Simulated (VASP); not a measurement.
# KCd2P2 (P6/mmm) in VASP: notebook

KCd2P2 is run at these levels: PBE; tasks: relaxation of cell and atoms, single point.

All numbers are computed with VASP 6.6.1; they aren't measurements. Logs are shortened: lines on timing, memory, paths and dates and some standing lists are left out, and cuts for length are marked.

## Step 1: The cell of the first run

The structure is hexagonal, space group P6/mmm (No. 191). The conventional cell has a = 5.365 Å, b = 5.365 Å, c = 5.268 Å, α = 90.00°, β = 90.00°, γ = 120.00°. K (site symmetry 6/mmm) has 6 P at 3.10 Å and 12 Cd at 4.07 Å within 4.1 Å. Within 3.5 Å of Cd (site symmetry -6m2) lie 2 P at 2.63 Å and 3 Cd at 3.10 Å. P (site symmetry -6m2) has 2 Cd at 2.63 Å and 3 K at 3.10 Å and 3 P at 3.10 Å within 3.5 Å.

The cell was generated, and may not be a known phase.

## Step 2: Relaxation of cell and atoms, PBE

Contents of INCAR:

```
SYSTEM = KCd2P2
PREC = Accurate ; ENCUT = 500
EDIFF = 1E-7 ; ISMEAR = 0
SIGMA = 0.1 ; LREAL = .FALSE.
LASPH = .TRUE. ; NELM = 120
ALGO = Normal ; ISIF = 3
LWAVE = .FALSE. ; LCHARG = .FALSE.
GGA = PE ; IBRION = 2
NSW = 90 ; EDIFFG = -0.04
GGA_COMPAT = .FALSE. ; NELMIN = 4
```

Contents of KPOINTS:

```
Automatic mesh
0
G
  6 6 4
  0 0 0
```

Contents of POSCAR:

```
KCd2P2
1.0
    5.3651848034      0.0000000000      0.0000000000
   -2.6825924017      4.6463863358      0.0000000000
    0.0000000000      0.0000000000      5.2684367921
K Cd P
1 2 2
Direct
    0.0000000000      0.0000000000      0.0000000000
    0.3333333333      0.6666666667      0.5000000000
    0.6666666667      0.3333333333      0.5000000000
    0.3333333333      0.6666666667      0.0000000000
    0.6666666667      0.3333333333      0.0000000000
```

Potentials or basis: VASP PAW PBE potentials, release 64 (K_sv, Cd, P).

Command:

```console
cat potpaw_PBE.64/K_sv/POTCAR potpaw_PBE.64/Cd/POTCAR potpaw_PBE.64/P/POTCAR > POTCAR
mpirun -np 1 vasp_std > vasp.out
```

OUTCAR:

```text
SYSTEM = KCd2P2
   PREC = Accurate
   ENCUT = 500
   EDIFF = 1E-7
   ISMEAR = 0
   LREAL = .FALSE.
   LASPH = .TRUE.
   NELM = 120
   ISIF = 3
   GGA = PE
   IBRION = 2
   NSW = 90
   EDIFFG = -0.04
   NELMIN = 4

 ion  position               nearest neighbor table
   1  0.000  0.000  0.000-   4 3.10   5 3.10   5 3.10   4 3.10   5 3.10   4 3.10
   2  0.333  0.667  0.500-   4 2.63   4 2.63   3 3.10   3 3.10   3 3.10
   3  0.667  0.333  0.500-   5 2.63   5 2.63   2 3.10   2 3.10   2 3.10
   4  0.333  0.667  0.000-   2 2.63   2 2.63   1 3.10   1 3.10   1 3.10
   5  0.667  0.333  0.000-   3 2.63   3 2.63   1 3.10   1 3.10   1 3.10

  LATTYP: Found a hexagonal cell.
 ALAT       =     5.3651848034
 C/A-ratio  =     0.9819674410

  Lattice vectors:

 A1 = (   5.3651848034,   0.0000000000,   0.0000000000)
 A2 = (  -2.6825924017,   4.6463863358,   0.0000000000)
 A3 = (   0.0000000000,   0.0000000000,   5.2684367921)

Analysis of symmetry for initial positions (statically):
=====================================================================
 Subroutine PRICEL returns:
 Original cell was already a primitive cell.

 Routine SETGRP: Setting up the symmetry group for a
 hexagonal supercell.

 Subroutine GETGRP returns: Found 24 space group operations
 (whereof 24 operations were pure point group operations)
 out of a pool of 24 trial point group operations.

The static configuration has the point symmetry D_6h.

Analysis of symmetry for dynamics (positions and initial velocities):
=====================================================================
 Subroutine PRICEL returns:
 Original cell was already a primitive cell.

 Routine SETGRP: Setting up the symmetry group for a
 hexagonal supercell.

 Subroutine GETGRP returns: Found 24 space group operations
 (whereof 24 operations were pure point group operations)
 out of a pool of 24 trial point group operations.

The dynamic configuration has the point symmetry D_6h.

 Subroutine INISYM returns: Found 24 space group operations
 (whereof 24 operations are pure point group operations),
 and found     1 'primitive' translations

----------------------------------------------------------------------------------------

                                     Primitive cell

  volume of cell :     131.3354

  direct lattice vectors                    reciprocal lattice vectors
     5.365184803  0.000000000  0.000000000     0.186386870  0.107610509  0.000000000
    -2.682592402  4.646386336  0.000000000     0.000000000  0.215221019  0.000000000
     0.000000000  0.000000000  5.268436792     0.000000000  0.000000000  0.189809623

  length of vectors
     5.365184803  5.365184803  5.268436792     0.215221019  0.215221019  0.189809623

  position of ions in fractional coordinates (direct lattice)
     0.000000000  0.000000000  0.000000000
     0.333333333  0.666666667  0.500000000
     0.666666667  0.333333333  0.500000000
     0.333333333  0.666666667  0.000000000
     0.666666667  0.333333333  0.000000000

  ion indices of the primitive-cell ions
   primitive index   ion index
                 1           1
                 2           2
                 3           3
                 4           4
                 5           5

----------------------------------------------------------------------------------------

 KPOINTS: Automatic mesh

Automatic generation of k-mesh.
 Grid dimensions read from file:
 generate k-points for:    6    6    4

 Generating k-lattice:

  Cartesian coordinates                     Fractional coordinates (reciprocal lattice)
     0.031064478  0.017935085  0.000000000     0.166666667 -0.000000000  0.000000000
     0.000000000  0.035870170  0.000000000     0.000000000  0.166666667  0.000000000
     0.000000000  0.000000000  0.047452406     0.000000000  0.000000000  0.250000000

  Length of vectors
     0.035870170  0.035870170  0.047452406

  Shift w.r.t. Gamma in fractional coordinates (k-lattice)
     0.000000000  0.000000000  0.000000000

 Subroutine IBZKPT returns following result:
 ===========================================

 Found     21 irreducible k-points:

 Following reciprocal coordinates:
            Coordinates               Weight
  0.000000  0.000000  0.000000      1.000000
  0.166667 -0.000000  0.000000      6.000000
  0.333333  0.000000  0.000000      6.000000
  0.500000 -0.000000  0.000000      3.000000
  0.166667  0.166667  0.000000      6.000000
  0.333333  0.166667  0.000000     12.000000
[... 13 lines left out ...]
  0.333333  0.166667  0.500000     12.000000
  0.333333  0.333333  0.500000      2.000000
   k-points           NKPTS =     21   k-points in BZ     NKDIM =     21   number of bands    NBANDS=     25
   number of dos      NEDOS =    301   number of ions     NIONS =      5
   total plane-waves  NPLWV =  64000
   dimension x,y,z NGX =    40 NGY =   40 NGZ =   40
   dimension x,y,z NGXF=    80 NGYF=   80 NGZF=   80
   ions per type =               1   2   2
   NGX,Y,Z   is equivalent  to a cutoff of  12.39, 12.39, 12.62 a.u.
   NGXF,Y,Z  is equivalent  to a cutoff of  24.79, 24.79, 25.24 a.u.
 SYSTEM =  KCd2P2
   PREC   = accura    normal or accurate (medium, high low for compatibility)
   ISTART =      0    job   : 0-new  1-cont  2-samecut
   ICHARG =      2    charge: 1-file 2-atom 10-const
   ISPIN  =      1    spin polarized calculation?
   LNONCOLLINEAR =      F non collinear calculations
   LSORBIT =      F    spin-orbit coupling
   LASPH  =      T    aspherical Exc in radial PAW
   ENCUT  =  500.0 eV  36.75 Ry    6.06 a.u.   9.78  9.78  9.61*2*pi/ulx,y,z
   NELM   =    120;   NELMIN=  4; NELMDL= -5     # of ELM steps
   EDIFF  = 0.1E-06   stopping-criterion for ELM
   LREAL  =      F    real-space projection
   EDIFFG = -.4E-01   stopping-criterion for IOM
   NSW    =     90    number of steps for IOM
   IBRION =      2    ionic relax: 0-MD 1-quasi-New 2-CG
   NFREE  =      1    steps in history (QN), initial steepest desc. (CG)
   ISIF   =      3    stress and relaxation
   ISYM   =      2    0-nonsym 1-usesym 2-fastsym
   POTIM  = 0.5000    time-step for ionic-motion
   TEBEG  =    0.0;   TEEND  =   0.0 temperature during run
   PSTRESS=    0.0 pullay stress
   NELECT =      43.0000    total number of electrons
   NUPDOWN=      -1.0000    fix difference up-down
   EMIN   =  10.00;   EMAX   =-10.00  energy-range for DOS
   EFERMI =   0.00;   METHOD = LEGACY
   ISMEAR =     0;   SIGMA  =   0.10  broadening in eV -4-tet -1-fermi 0-gaus
   EFERMI_NEDOS =   21; number of points for ismear=-14 and -15
   IALGO  =     38    algorithm
   IMIX   =      4    mixing-type and parameters
     AMIX     =   0.40;   BMIX     =  1.00
     AMIX_MAG =   1.60;   BMIX_MAG =  1.00
  volume/ion in A,a.u.               =      26.27       177.26
  Fermi-wavevector in a.u.,A,eV,Ry     =   1.128332  2.132239 17.322040  1.273134
  Thomas-Fermi vector in A             =   2.265022
   LORBIT       =      0    0 simple, 1 ext, 2 COOP (PROOUT), +10 PAW based schemes
   GGA     = PE    functional components
   LHFCALC =     F    Hartree Fock is set to
   AEXX    =    0.0000 exact exchange contribution
   IVDW    =     0    specifies the selected vdW correction
   LEPSILON=     F    determine dielectric tensor
   LRPA    =     F    only Hartree local field effects (RPA)
 conjugate gradient relaxation of ions
 non-spin polarized calculation
 Gauss-broadening in eV      SIGMA  =   0.10
  energy-cutoff  :      500.00
  volume of cell :      131.34
 maximum number of plane-waves:      3367
 NGX is ok and might be reduce to    40
   NGX = 19   NGY = 19   NGZ = 19

--------------------------------------- Ionic step        1  -------------------------------------------

 number of electron      43.0000005 magnetization

 Free energy of the ion-electron system (eV)
  ---------------------------------------------------
  ext. energy  EPLUGINS =         0.00000000
  ---------------------------------------------------
  free energy    TOTEN  =       -11.63060979 eV

  energy without entropy =      -11.60678099  energy(sigma->0) =      -11.61869539

------------------------ aborting loop because EDIFF is reached ----------------------------------------

  FORCE on cell =-STRESS in cart. coord.  units (eV):
  Direction    XX          YY          ZZ          XY          YZ          ZX
  --------------------------------------------------------------------------------------
  -------------------------------------------------------------------------------------
  Total        1.1528593      1.1528593      0.6554274      0.0000000      0.0000000      0.0000000
  in kB       14.0638788     14.0638788      7.9956432      0.0000000      0.0000000      0.0000000
  external PRESSURE =      12.0411336 kB  Pullay stress =       0.0000000 kB
[... 98 lines left out ...]
  FREE ENERGIE OF THE ION-ELECTRON SYSTEM (eV)
  ---------------------------------------------------
  free  energy   TOTEN  =       -11.6547030470 eV

  energy  without entropy=      -11.6321410663  energy(sigma->0) =      -11.64342206

[... ionic steps 4 to 10 ...]

--------------------------------------- Ionic step       11  -------------------------------------------

 number of electron      43.0000006 magnetization

------------------------ aborting loop because EDIFF is reached ----------------------------------------

  FORCE on cell =-STRESS in cart. coord.  units (eV):
  Direction    XX          YY          ZZ          XY          YZ          ZX
  --------------------------------------------------------------------------------------
  -------------------------------------------------------------------------------------
  Total       -0.0058204     -0.0058204      0.2671239      0.0000000      0.0000000      0.0000000
  in kB       -0.0637908     -0.0637908      2.9276567      0.0000000      0.0000000      0.0000000
  external PRESSURE =       0.9333584 kB  Pullay stress =       0.0000000 kB
[... 63 lines left out ...]
  energy  without entropy=      -11.7342327589  energy(sigma->0) =      -11.74114470

--------------------------------------- Ionic step       13  -------------------------------------------

 number of electron      43.0000005 magnetization

 Free energy of the ion-electron system (eV)
  ---------------------------------------------------
  ext. energy  EPLUGINS =         0.00000000
  ---------------------------------------------------
  free energy    TOTEN  =       -11.74881804 eV

  energy without entropy =      -11.73451498  energy(sigma->0) =      -11.74166651

 E-fermi :   1.9449     XC(G=0):  -8.5726

 val. band max:        1.9069553384   @ k =   0.3333   0.0000   0.5000
 cond. band min:       1.9505731567   @ k =   0.3333   0.0000   0.0000
 fundamental gap:      0.0436178182
 Fermi energy:         1.9449476760

 k-point     1 :       0.0000    0.0000    0.0000
  band No.  band energies     occupation
      1     -28.4435      2.00000
      2     -12.0502      2.00000
      3     -11.9282      2.00000
      4     -11.9282      2.00000
      5      -9.4637      2.00000
      6      -8.6678      2.00000
[... 609 lines left out ...]
  FREE ENERGIE OF THE ION-ELECTRON SYSTEM (eV)
  ---------------------------------------------------
  free  energy   TOTEN  =       -11.7488180410 eV

  energy  without entropy=      -11.7345149820  energy(sigma->0) =      -11.74166651

 reached required accuracy - stopping structural energy minimisation
```

Wall time 5.4 min (1 thread of Oxide Virtual Turin-like, shared host); peak memory 0.25 GiB.

Results:

- Free energy: -11.7488 eV
- Relaxed volume: 29.26 Å³/atom
- Relaxed cell: a = 5.820 Å, b = 5.820 Å, c = 4.987 Å, α = 90.00°, β = 90.00°, γ = 120.00°
- Space group after relaxing (to 0.1 Å): P6/mmm (No. 191)
- Energy gained by relaxing: 23.6 meV/atom
- Ionic steps: 13
- Pressure after relaxing: 0.0 GPa
- Band gap on the k mesh: zero (an odd number of electrons rules out a gap without spin polarisation)

The path:
```csv
step,energy change (eV),largest force (eV/Å),pressure (GPa),volume (Å³)
1,0.0000,0.0000,1.20,131.34
2,-0.0204,0.0000,0.35,135.12
3,-0.0241,0.0000,-0.18,137.77
4,-0.0351,0.0000,-0.17,138.67
5,-0.0651,0.0000,-0.09,141.29
6,-0.0962,0.0000,0.77,146.00
7,-0.0979,0.0000,0.01,143.04
8,-0.1167,0.0000,0.29,144.56
9,-0.1168,0.0000,0.31,144.68
10,-0.1132,0.0000,-0.34,149.27
11,-0.1179,0.0000,0.09,146.19
12,-0.1174,0.0000,-0.14,146.48
13,-0.1182,0.0000,0.00,146.30
```

Final structure:
```
K Cd P
1.0
     5.82031    0.00000    0.00000
    -2.91015    5.04054    0.00000
     0.00000    0.00000    4.98677
K Cd P
1 2 2
Direct
  0.00000 0.00000 0.00000
  0.33333 0.66667 0.50000
  0.66667 0.33333 0.50000
  0.33333 0.66667 0.00000
  0.66667 0.33333 0.00000
```

## Step 3: Relaxation of cell and atoms, PBE

This run uses another cell than the first one, of 29.28 Å³/atom.

Contents of INCAR:

```
SYSTEM = KCd2P2
ALGO     = Normal         ! electronic algorithm
EDIFF    = 1E-7           ! SCF threshold, eV
EDIFFG   = -0.01          ! ionic threshold
ENCUT    = 500            ! plane-wave cutoff, eV
GGA      = PE             ! functional
GGA_COMPAT= .False.      
IBRION   = 2              ! ionic algorithm
ISIF     = 3              ! what is computed and relaxed
ISMEAR   = 0              ! smearing method
LASPH    = .True.         ! aspherical terms in the spheres
LCHARG   = .False.        ! write CHGCAR
LREAL    = .False.        ! projectors in reciprocal space
LWAVE    = .False.        ! write WAVECAR
NELM     = 120            ! most SCF steps
NELMIN   = 4            
NSW      = 100            ! ionic steps
PREC     = Accurate       ! precision mode
SIGMA    = 0.1            ! smearing width, eV
```

Contents of KPOINTS:

```
k-points
0
Gamma
  6 6 8
  0 0 0
```

POSCAR: that of step 2 with these lines changed.

```diff
@@ -2,5 +2,5 @@
 1.0
-    5.3651848034      0.0000000000      0.0000000000
-   -2.6825924017      4.6463863358      0.0000000000
-    0.0000000000      0.0000000000      5.2684367921
+    5.8423449109      0.0000000000      0.0000000000
+   -2.9211724554      5.0596191105      0.0000000000
+    0.0000000000      0.0000000000      4.9532556516
 K Cd P
```

Potentials or basis: VASP PAW PBE potentials, release 64 (K_sv, Cd, P).

Command:

```console
cat potpaw_PBE.64/K_sv/POTCAR potpaw_PBE.64/Cd/POTCAR potpaw_PBE.64/P/POTCAR > POTCAR
mpirun -np 1 vasp_std > vasp.out
```

Run time: 8 min. Hardware: 1 thread of Oxide Virtual Turin-like, shared host; peak memory 0.33 GiB.

The run converged. Its results:

```
Free energy                           : -11.7473 eV
Relaxed volume                        : 27.89 Å³/atom
Relaxed cell                          : a = 5.574 Å, b = 5.574 Å, c = 5.184 Å, α = 90.00°, β = 90.00°, γ = 120.00°
Space group after relaxing (to 0.1 Å) : P6/mmm (No. 191)
Energy gained by relaxing             : 10.5 meV/atom
Ionic steps                           : 10
Pressure after relaxing               : 0.0 GPa
Band gap on the k mesh                : zero (an odd number of electrons rules out a gap without spin polarisation)
```

The path:
```csv
step,energy change (eV),largest force (eV/Å),pressure (GPa),volume (Å³)
1,0.0000,0.0000,0.60,146.42
2,-0.0280,0.0000,-0.55,148.73
3,-0.0280,0.0000,-0.52,148.65
4,-0.0348,0.0000,-0.35,146.89
5,-0.0446,0.0000,0.19,141.78
6,-0.0450,0.0000,0.33,140.66
7,-0.0499,0.0000,0.20,140.13
8,-0.0504,0.0000,-0.11,138.85
9,-0.0524,0.0000,0.03,139.49
10,-0.0524,0.0000,0.03,139.46
```

Final structure:
```xyz
5
Lattice="5.5736 0.0000 0.0000 -2.7868 4.8268 0.0000 0.0000 0.0000 5.1840" Properties=species:S:1:pos:R:3 pbc="T T T"
K     0.0000    0.0000    0.0000
Cd    0.0000    3.2179    2.5920
Cd    2.7868    1.6089    2.5920
P     0.0000    3.2179    0.0000
P     2.7868    1.6089    0.0000
```

Levels at points of the mesh, in eV from the Fermi level:
```tsv
k point	band 19	band 20	band 21	band 22	band 23	band 24
(0.00, 0.00, 0.00)	-2.89	-2.89	-1.59	0.00	0.00	2.10
(0.50, 0.00, 0.00)	-2.58	-2.31	-2.10	-0.89	0.16	0.61
(0.00, 0.00, 0.50)	-2.36	-2.18	0.42	0.42	1.34	1.34
(0.50, 0.00, 0.50)	-2.35	-1.84	0.19	0.39	0.89	0.93
```

## Step 4: Single point, PBE

This run uses another cell than the first one, of 28.14 Å³/atom.

Contents of INCAR:

```
  PREC = Accurate
  ENCUT = 500
  EDIFF = 1E-6
  ISMEAR = 0
  SIGMA = 0.1
  LREAL = F
  LASPH = T
  NELM = 120
  ALGO = Normal
  ISIF = 2
  LWAVE = F
  LCHARG = F
  GGA = PE
  NBANDS = 30
  GGA_COMPAT = F
```

Contents of KPOINTS:

```
regular mesh
0
Gamma
  12 12 8
```

POSCAR: that of step 3 with these lines changed.

```diff
@@ -2,5 +2,5 @@
 1.0
-    5.8423449109      0.0000000000      0.0000000000
-   -2.9211724554      5.0596191105      0.0000000000
-    0.0000000000      0.0000000000      4.9532556516
+    5.6312002573      0.0000000000      0.0000000000
+   -2.8156001286      4.8767624766      0.0000000000
+    0.0000000000      0.0000000000      5.1227772264
 K Cd P
```

Command:

```console
cat potpaw_PBE.64/K_sv/POTCAR potpaw_PBE.64/Cd/POTCAR potpaw_PBE.64/P/POTCAR > POTCAR
mpirun -np 1 vasp_std > vasp.out
```

Run time: 3.1 min. Hardware: 1 thread of Oxide Virtual Turin-like, shared host; peak memory 0.45 GiB.

The run converged. Its results:

| Property | Result |
| --- | --- |
| Free energy | -11.7416 eV |
| Pressure | 0.2 GPa |
| Band gap on the k mesh | zero (an odd number of electrons rules out a gap without spin polarisation) |

Stress tensor (GPa, compression positive):
```
0.06 0.00 0.00
0.00 0.06 0.00
0.00 0.00 0.37
```

Levels at points of the mesh, in eV from the Fermi level:
| k point | band 18 | band 19 | band 20 | band 21 | band 22 | band 23 | band 24 | band 25 | band 26 | band 27 |
| --- | --- | --- | --- | --- | --- | --- | --- | --- | --- | --- |
| (0.00, 0.00, 0.00) | -2.99 | -2.88 | -2.88 | -1.70 | -0.09 | -0.09 | 2.02 | 3.20 | 3.20 | 3.78 |
| (0.50, 0.00, 0.00) | -2.99 | -2.59 | -2.37 | -2.01 | -0.81 | 0.07 | 0.53 | 2.25 | 2.54 | 4.81 |
| (0.00, 0.00, 0.50) | -2.35 | -2.28 | -2.28 | 0.38 | 0.38 | 1.26 | 1.26 | 2.72 | 3.02 | 3.02 |
| (0.50, 0.00, 0.50) | -4.15 | -2.30 | -1.81 | 0.15 | 0.33 | 0.85 | 0.90 | 3.21 | 5.00 | 5.12 |

## Step 5: Overview

```csv
task,cell,k mesh,gap on the mesh (eV),pressure (GPa),relaxed volume (Å³/atom)
relaxation of cell and atoms,"relaxed from a = 5.365, b = 5.365, c = 5.268 Å, angles 90.0, 90.0, 120.0°, 5 atoms",6 × 6 × 4,none,0.0,29.26
relaxation of cell and atoms,"relaxed from a = 5.842, b = 5.842, c = 4.953 Å, angles 90.0, 90.0, 120.0°, 5 atoms",6 × 6 × 8,none,0.0,27.89
single point,"a = 5.631, b = 5.631, c = 5.123 Å, angles 90.0, 90.0, 120.0°, 5 atoms",12 × 12 × 8,none,0.2,-
```

Alike in all rows: level PBE; potentials or basis VASP PAW PBE potentials, release 64 (K_sv, Cd, P); no spin polarisation; cutoff (eV) 500; smearing gaussian 0.1 eV.

Absolute energies hang on the potentials; compare differences alone.

The gap in the log of VASP goes by the Fermi energy; the results here count the filled bands.